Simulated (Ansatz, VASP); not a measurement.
One calculation of ZnSe, two programs

```
Zn Se
1.0
     0.00000    2.83242    2.81911
     2.83242    0.00000    2.81911
     2.83242    2.83242    0.00000
Zn Se
1 1
Direct
  0.00000 0.00000 0.00000
  0.25000 0.25000 0.25000
```

Change from the starting cell: uniaxial_z strain -0.5%.

Alike in both runs: task single point; functional r2SCAN; k mesh 8 × 8 × 8; no spin polarisation.

|  | VASP | Ansatz |
| --- | --- | --- |
| version | VASP 6.6.1 | Ansatz 0.2.0 |
| potentials or method | VASP PAW PBE potentials, release 64 (Zn, Se) | plane waves, PAW |
| plane-wave cutoff (eV) | 520 | 500 |
| occupations | gaussian, width 0.01 eV | fixed |
| valence electrons in the cell | 18 | 28 |

Ansatz gave:

| Item | Value |
| --- | --- |
| gap on the k mesh at the Fermi level (eV) | 1.88 |
| pressure (GPa) | 0.3 |
| traceless stress, the component that is largest in VASP (GPa) | 0.12 |

What did VASP give for the same quantities?

gap on the k mesh at the Fermi level (eV): 1.88; pressure (GPa): 0.4; traceless stress, the component that is largest in VASP (GPa): 0.12.

VASP's potentials were made for PBE, not for r2SCAN. VASP's potentials hold 18 valence electrons a cell and Ansatz's 28, so a difference there can come from the potentials and not from the codes.
